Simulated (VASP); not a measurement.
# AgSn2SeI3 (P6/mmm) in VASP: a series of runs, part 2 of 2

VASP 6.6.1. The steps go on from the part before.

**3. Relaxation of cell and atoms, PBE**

This run uses another cell than the first one, of 40.51 Å³/atom.

The input, INCAR:

```
SYSTEM = AgSn2SeI3
ALGO = Normal
EDIFF = 1E-6
EDIFFG = -0.08
ENCUT = 600
GGA = PE
IBRION = 2
ISIF = 3
ISMEAR = 0
LASPH = .TRUE.
LCHARG = .FALSE.
LREAL = .FALSE.
LWAVE = .FALSE.
NELM = 60
NSW = 36
PREC = Accurate
SIGMA = 0.15
```

The input, KPOINTS:

```
k-points
0
G
  2 2 2
  0 0 0
```

The input, POSCAR:

```
AgSn2SeI3
1.0
    7.3845304600      0.0000000000      0.0000000000
   -3.6922652300      6.3951909700      0.0000000000
    0.0000000000      0.0000000000      6.0041862100
Ag Sn Se I
1 2 1 3
Direct
    0.0000000000      0.0000000000      0.0000000000
    0.3333333300      0.6666666700      0.5000000000
    0.6666666700      0.3333333300      0.5000000000
    0.0000000000      0.0000000000      0.5000000000
    0.5000000000      0.0000000000      0.5000000000
    0.0000000000      0.5000000000      0.5000000000
    0.5000000000      0.5000000000      0.5000000000
```

Potentials or basis: VASP PAW PBE potentials, release 64 (Ag, Sn_d, Se, I).

Started as:

```
$ cat potpaw_PBE.64/Ag/POTCAR potpaw_PBE.64/Sn_d/POTCAR potpaw_PBE.64/Se/POTCAR potpaw_PBE.64/I/POTCAR > POTCAR
$ mpirun -np 1 vasp_std > vasp.out
```

OUTCAR:

```text
SYSTEM = AgSn2SeI3
   EDIFF = 1E-6
   EDIFFG = -0.08
   ENCUT = 600
   GGA = PE
   IBRION = 2
   ISIF = 3
   ISMEAR = 0
   LASPH = .TRUE.
   LREAL = .FALSE.
   NELM = 60
   NSW = 36
   PREC = Accurate

 ion  position               nearest neighbor table
   1  0.000  0.000  0.000-   4 3.00   4 3.00
   2  0.333  0.667  0.500-   5 2.13   6 2.13   7 2.13
   3  0.667  0.333  0.500-   5 2.13   6 2.13   7 2.13
   4  0.000  0.000  0.500-   1 3.00   1 3.00
   5  0.500  0.000  0.500-   2 2.13   3 2.13
   6  0.000  0.500  0.500-   2 2.13   3 2.13
   7  0.500  0.500  0.500-   2 2.13   3 2.13

  LATTYP: Found a hexagonal cell.
 ALAT       =     7.3845304600
 C/A-ratio  =     0.8130762332

  Lattice vectors:

 A1 = (   7.3845304600,   0.0000000000,   0.0000000000)
 A2 = (  -3.6922652300,   6.3951909700,   0.0000000000)
 A3 = (   0.0000000000,   0.0000000000,   6.0041862100)

Analysis of symmetry for initial positions (statically):
=====================================================================
 Subroutine PRICEL returns:
 Original cell was already a primitive cell.

 Routine SETGRP: Setting up the symmetry group for a
 hexagonal supercell.

 Subroutine GETGRP returns: Found 24 space group operations
 (whereof 24 operations were pure point group operations)
 out of a pool of 24 trial point group operations.

The static configuration has the point symmetry D_6h.

Analysis of symmetry for dynamics (positions and initial velocities):
=====================================================================
 Subroutine PRICEL returns:
 Original cell was already a primitive cell.

 Routine SETGRP: Setting up the symmetry group for a
 hexagonal supercell.

 Subroutine GETGRP returns: Found 24 space group operations
 (whereof 24 operations were pure point group operations)
 out of a pool of 24 trial point group operations.

[... 123 lines left out ...]
  energy-cutoff  :      600.00
  volume of cell :      283.55
 maximum number of plane-waves:      9492
 NGX is ok and might be reduce to    60
   NGX = 29   NGY = 29   NGZ = 23

--------------------------------------- Ionic step        1  -------------------------------------------

 number of electron      65.9999999 magnetization

 Free energy of the ion-electron system (eV)
  ---------------------------------------------------
  ext. energy  EPLUGINS =         0.00000000
  ---------------------------------------------------
  free energy    TOTEN  =        10.77879323 eV

  energy without entropy =       10.83945879  energy(sigma->0) =       10.80912601

------------------------ aborting loop because EDIFF is reached ----------------------------------------

  FORCE on cell =-STRESS in cart. coord.  units (eV):
  Direction    XX          YY          ZZ          XY          YZ          ZX
  --------------------------------------------------------------------------------------
  -------------------------------------------------------------------------------------
  Total      117.0217168    117.0217167     -5.7992070      0.0000000      0.0000000     -0.0000000
  in kB      661.2207764    661.2207757    -32.7679022      0.0000000      0.0000000     -0.0000000
  external PRESSURE =     429.8912166 kB  Pullay stress =       0.0000000 kB
[... 104 lines left out ...]
  FREE ENERGIE OF THE ION-ELECTRON SYSTEM (eV)
  ---------------------------------------------------
  free  energy   TOTEN  =       -15.9963149788 eV

  energy  without entropy=      -15.8708708292  energy(sigma->0) =      -15.93359290

[... ionic steps 4 to 7 ...]

--------------------------------------- Ionic step        8  -------------------------------------------

 number of electron      65.9999999 magnetization

------------------------ aborting loop because EDIFF is reached ----------------------------------------
[... 36 lines left out ...]
--------------------------------------- Ionic step        9  -------------------------------------------

 number of electron      66.0000001 magnetization

 E-fermi :  -0.0990     XC(G=0):  -5.8582

 val. band max:       -0.1063221529   @ k =   0.5000  -0.0000   0.5000
 cond. band min:      -0.0956112334   @ k =   0.0000   0.0000   0.5000
 fundamental gap:      0.0107109196
 Fermi energy:        -0.0989619638

 k-point     1 :       0.0000    0.0000    0.0000
  band No.  band energies     occupation
      1     -22.2121      2.00000
      2     -22.2121      2.00000
      3     -22.2108      2.00000
      4     -22.2108      2.00000
      5     -22.1899      2.00000
      6     -22.1889      2.00000
[... 197 lines left out ...]
--------------------------------------- Ionic step       10  -------------------------------------------

 number of electron      66.0000016 magnetization

 Free energy of the ion-electron system (eV)
  ---------------------------------------------------
  ext. energy  EPLUGINS =         0.00000000
  ---------------------------------------------------
  free energy    TOTEN  =       -17.40683800 eV

  energy without entropy =      -17.30361539  energy(sigma->0) =      -17.35522669

 E-fermi :   0.0154     XC(G=0):  -5.9463

 val. band max:        0.0106357063   @ k =   0.5000  -0.0000   0.5000
 cond. band min:       0.0210387725   @ k =   0.0000   0.0000   0.5000
 fundamental gap:      0.0104030661
 Fermi energy:         0.0154138755

 k-point     1 :       0.0000    0.0000    0.0000
  band No.  band energies     occupation
      1     -22.0588      2.00000
      2     -22.0588      2.00000
      3     -22.0575      2.00000
      4     -22.0575      2.00000
      5     -22.0292      2.00000
      6     -22.0282      2.00000
[... 191 lines left out ...]
  FREE ENERGIE OF THE ION-ELECTRON SYSTEM (eV)
  ---------------------------------------------------
  free  energy   TOTEN  =       -17.4068380011 eV

  energy  without entropy=      -17.3036153886  energy(sigma->0) =      -17.35522669

 reached required accuracy - stopping structural energy minimisation
```

CONTCAR:

```text
AgSn2SeI3
   1.00000000000000
    10.4051710895357559    0.0000000000000000   -0.0000000000000000
    -5.2025855447678779    9.0111424866805194    0.0000000000000000
    -0.0000000000000000    0.0000000000000000    4.7696277751191225
  Ag              Sn              Se              I
     1     2     1     3
Direct
     0.0000000000000000    0.0000000000000000    0.0000000000000000
     0.3333333300000021    0.6666666699999979    0.5000000000000000
     0.6666666699999979    0.3333333300000021    0.5000000000000000
     0.0000000000000000    0.0000000000000000    0.5000000000000000
     0.5000000000000000    0.0000000000000000    0.5000000000000000
     0.0000000000000000    0.5000000000000000    0.5000000000000000
     0.5000000000000000    0.5000000000000000    0.5000000000000000

  0.00000000E+00  0.00000000E+00  0.00000000E+00
  0.00000000E+00  0.00000000E+00  0.00000000E+00
  0.00000000E+00  0.00000000E+00  0.00000000E+00
  0.00000000E+00  0.00000000E+00  0.00000000E+00
  0.00000000E+00  0.00000000E+00  0.00000000E+00
  0.00000000E+00  0.00000000E+00  0.00000000E+00
  0.00000000E+00  0.00000000E+00  0.00000000E+00
```

Wall time 10 min (1 thread of AMD EPYC 9R14 (Zen 4), shared host); peak memory 0.45 GiB.

What came out:

```yaml
Free_energy: -17.4068 eV
Relaxed_volume: 63.89 Å³/atom
Relaxed_cell: a = 10.405 Å, b = 10.405 Å, c = 4.770 Å, α = 90.00°, β = 90.00°, γ = 120.00°
Space_group_after_relaxing_to_0.1_Å: P6/mmm (No. 191)
Energy_gained_by_relaxing: 4026.5 meV/atom
Ionic_steps: 10
Pressure_after_relaxing: 0.0 GPa
Band_gap_on_the_k_mesh: zero (bands 33 and 34 overlap by 0.01 eV)
```

Step by step:
| step | energy change (eV) | largest force (eV/Å) | pressure (GPa) | volume (Å³) |
| --- | --- | --- | --- | --- |
| 1 | 0.0000 | 0.0000 | 42.99 | 283.55 |
| 2 | -22.1929 | 0.0000 | -3.16 | 888.36 |
| 3 | -26.7751 | 0.0000 | -0.40 | 533.32 |
| 4 | -26.8162 | 0.0000 | -1.10 | 566.66 |
| 5 | -26.8287 | 0.0000 | -0.90 | 555.33 |
| 6 | -26.8247 | 0.0000 | -0.77 | 549.07 |
| 7 | -27.3014 | 0.0000 | -0.78 | 520.34 |
| 8 | -28.1418 | 0.0000 | 0.42 | 433.69 |
| 9 | -28.1371 | 0.0000 | -0.30 | 458.99 |
| 10 | -28.1856 | 0.0000 | -0.03 | 447.21 |

Final structure:
```xyz
7
Lattice="10.4052 0.0000 0.0000 -5.2026 9.0111 0.0000 0.0000 0.0000 4.7696" Properties=species:S:1:pos:R:3 pbc="T T T"
Ag    0.0000    0.0000    0.0000
Sn    0.0000    6.0074    2.3848
Sn    5.2026    3.0037    2.3848
Se    0.0000    0.0000    2.3848
I     5.2026    0.0000    2.3848
I    -2.6013    4.5056    2.3848
I     2.6013    4.5056    2.3848
```

Caveat: the k points lie up to 0.66 Å⁻¹ apart in the final cell; the volume moved by over 15 % at a fixed basis, so the end points are rough; spin-orbit coupling is left out, which moves the levels of the heavy elements.
